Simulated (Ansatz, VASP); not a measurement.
# Zn4O in VASP and in Ansatz

The input INCAR:

```
  PREC = Accurate
  ENCUT = 600
  EDIFF = 1E-7
  ISMEAR = 0
  SIGMA = 0.1
  LREAL = F
  LASPH = T
  NELM = 100
  ALGO = Normal
  ISIF = 3
  LWAVE = F
  LCHARG = F
  GGA = PE
  IBRION = 2
  NSW = 100
  EDIFFG = -0.01
```

Contents of KPOINTS:

```
Automatic mesh
0
Gamma
  12 12 4
```

Contents of POSCAR:

```
Zn4O
1.0
    3.1068428950      0.0000000000      0.0000000000
   -1.5534214475      2.6906048726      0.0000000000
    0.0000000000      0.0000000000      8.7739663477
Zn O
4 1
Direct
    0.6666666667      0.3333333333      0.0242354834
    0.0000000000      0.0000000000      0.6998439055
    0.3333333333      0.6666666667      0.4585707881
    0.0000000000      0.0000000000      0.2379202996
    0.6666666667      0.3333333333      0.8039481835
```

Input for Ansatz:

```yaml
crystal:
  lattice:
    - [3.106842895, 0.0, 0.0]
    - [-1.5534214475, 2.6906048726, 0.0]
    - [0.0, 0.0, 8.7739663477]
  atoms:
    - { symbol: Zn, position: [0.6666666667, 0.3333333333, 0.0242354834] }
    - { symbol: Zn, position: [0.0, 0.0, 0.6998439055] }
    - { symbol: Zn, position: [0.3333333333, 0.6666666667, 0.4585707881] }
    - { symbol: Zn, position: [0.0, 0.0, 0.2379202996] }
    - { symbol: O, position: [0.6666666667, 0.3333333333, 0.8039481835] }
basis:
  ecutwfc: 420
kpoints:
  mp_grid: { grid: [12, 12, 4] }
hamiltonian:
  xc: pbe
scf:
  occupations: { method: gaussian, width: 0.1 }
output:
  forces: true
  stress: true
  eigenvalues: true
relax:
  adjacent_minimum: "off"
  f_tol: 0.01
  max_steps: 80
  cell: { stress_tol: 0.05 }
```

Alike in both runs: task relaxation of cell and atoms; functional PBE; k mesh 12 × 12 × 4; occupations gaussian, width 0.1 eV; no spin polarisation.

```csv
,VASP,Ansatz
version,VASP 6.6.1,Ansatz 0.2.0
potentials or method,"VASP PAW PBE potentials, release 64 (Zn, O), cutoff 600 eV","scalar-relativistic, plane waves, PAW"
valence electrons in the cell,54,54
```

|  | VASP | Ansatz | Ansatz less VASP |
| --- | --- | --- | --- |
| gap on the k mesh at the Fermi level, each at its own relaxed structure (eV) | none | none | - |
| relaxed volume (Å³/atom) | 14.53 | 14.46 | -0.066 |
| relaxed cell length with the largest relative difference (Å) | 3.045 | 3.040 | -0.0052 |

A gap of «none» marks a metal or a gap that the smearing closes.
